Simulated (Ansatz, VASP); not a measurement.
**One calculation of SnTe, two programs**

Contents of INCAR:

```
SYSTEM = SnTe
ALGO = Normal
EDIFF = 1E-6
ENCUT = 520
GGA = CA
ISIF = 2
ISMEAR = 0
LASPH = .True.
LCHARG = .False.
LREAL = .False.
LWAVE = .False.
NBANDS = 17
NELM = 100
PREC = Accurate
SIGMA = 0.03
```

The input KPOINTS:

```
k-points
0
Gamma
  10 10 10
  0 0 0
```

The input POSCAR:

```
SnTe
1.0
    0.0000000000      3.0457404333      3.2641954759
    3.0457404333      0.0000000000      3.2641954759
    3.0457404333      3.0457404333      0.0000000000
Sn Te
1 1
Direct
    0.0090907377     -0.0090907377     -0.0090907377
    0.4915426217      0.5084573783      0.5084573783
```

Input for Ansatz:

```yaml
crystal:
  lattice:
    - [0.0, 3.0457404333, 3.2641954759]
    - [3.0457404333, 0.0, 3.2641954759]
    - [3.0457404333, 3.0457404333, 0.0]
  atoms:
    - { symbol: Sn, position: [0.0090907377, -0.0090907377, -0.0090907377] }
    - { symbol: Te, position: [0.4915426217, 0.5084573783, 0.5084573783] }
basis:
  ecutwfc: 420
kpoints:
  mp_grid: { grid: [10, 10, 10] }
hamiltonian:
  xc: lda
  pseudopotentials: { kind: paw }
scf:
  occupations: { method: gaussian, width: 0.03 }
output:
  forces: true
  stress: true
  eigenvalues: true
  write_density: true
  write_potential: true
  elf: true
  volumetric_format: npy
```

Change from the starting cell: mode 4 frozen in at -0.057 Å, strain +e along z and -e/2 along x and y +0.0467.

Alike in both runs: task single point; functional LDA; k mesh 10 × 10 × 10; occupations gaussian, width 0.03 eV; no spin polarisation.

|  | VASP | Ansatz |
| --- | --- | --- |
| version | VASP 6.6.1 | Ansatz 0.2.0 |
| potentials or method | VASP PAW LDA potentials, release 64 (Sn_d, Te), cutoff 520 eV | scalar-relativistic, plane waves, PAW |
| valence electrons in the cell | 20 | 30 |

```tsv
	VASP	Ansatz	Ansatz less VASP
gap on the k mesh at the Fermi level (eV)	0.03	0.05	+0.021
least direct gap on the mesh (eV)	0.48	0.47	-0.012
pressure (GPa)	0.9	0.9	-0.04
traceless stress, the component that is largest in VASP (GPa)	-5.93	-5.90	+0.024
rms of the force components (eV/Å)	0.075	0.069	-0.0052
```

LDA's correlation is that of Perdew and Zunger in VASP and of Perdew and Wang (1992) in Ansatz. Atom by atom the forces differ by 0.005 eV/Å (rms over components). VASP's potentials hold 20 valence electrons a cell and Ansatz's 30, so a difference there can come from the potentials and not from the codes.

Spin-orbit coupling is off throughout.
